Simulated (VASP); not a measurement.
Hg, 2 atoms in the cell. Symmetry: P6_3/mmc, No. 194, hexagonal system. Conventional cell: a = 3.249 Å, b = 3.249 Å, c = 5.562 Å, α = 90.00°, β = 90.00°, γ = 120.00°. Hg (site symmetry -6m2) has 12 Hg at 3.25 to 3.35 Å within 4.3 Å. 

* Program: VASP 6.6.1
* Task: single point
* Functional: PBE
* Dispersion: D3(BJ)
* Potentials or basis: VASP PAW PBE potentials, release 64 (Hg)
* Cutoff: 520 eV
* k mesh: 12 × 12 × 4
* Occupations: fermi-dirac, width 0.02 eV
* Spin: no spin polarisation
* Dipole correction: no
* Further INCAR settings: ALGO = Normal; EDIFF = 1e-07; NBANDS = 19

Potentials or basis: VASP PAW PBE potentials, release 64 (Hg).

Launch:

```console
$ cat potpaw_PBE.64/Hg/POTCAR > POTCAR
$ mpirun -np 1 vasp_std > vasp.out
```

Hardware: 1 thread of Oxide Virtual Turin-like Processor, on a shared host.

Question: Estimate the wall time of this run.

Answer: Run time: 66 s on 1 thread of Oxide Virtual Turin-like Processor, with other jobs on the host, peak memory 0.16 GiB. Counts: scf iterations 11, k points 57.
